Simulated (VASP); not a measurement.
# HfO2: single point with r2SCAN

Crystal: HfO2.

```
Hf O
1.0
     0.00000    2.63035    2.49834
     2.63035    0.00000    2.49834
     2.63035    2.63035    0.00000
Hf O
1 2
Direct
  0.00000 0.00000 0.00000
  0.25000 0.25000 0.25000
  0.75000 0.75000 0.75000
```

This cell differs from its parent crystal: epitaxial xy strain +4.0%.

```yaml
Program: VASP 6.6.1
Task: single point
Functional: r2SCAN
Potentials_or_basis: VASP PAW PBE potentials, release 64 (Hf_pv, O)
Cutoff: 520 eV
k_mesh: 8 × 8 × 8
Occupations: gaussian, width 0.01 eV
Spin: non-collinear spin, zero start, spin-orbit coupling
Starting_moments: "[[0.0, 0.0, 0.0], [0.0, 0.0, 0.0], [0.0, 0.0, 0.0]] μB"
Dipole_correction: no
Further_INCAR_settings: ALGO = Normal; EDIFF = 1e-06; NBANDS = 35
```

* Pressure: -18.6 GPa
* Net moment: 0.00 μB per cell
* Valence electrons inside the program's atomic spheres: Hf 8.06; O 5.11

Stress tensor (GPa, compression positive):
```
-26.40   0.00   0.00
  0.00 -26.40   0.00
  0.00   0.00  -2.96
```

Moments on the atoms (μB; x, y, z):
```
Hf  0.00 0.00 0.00
O   0.00 0.00 0.00
O   0.00 0.00 0.00
```

It took 6.4 min on 1 thread of Intel(R) Xeon(R) 6975P-C (Granite Rapids), with other jobs on the host, peak memory 0.34 GiB.

Caveat: the cell differs from its parent crystal (epitaxial xy strain +4.0%); the cell stands under tension; the PAW data sets were made with another functional, which shifts forces and pressure a little.
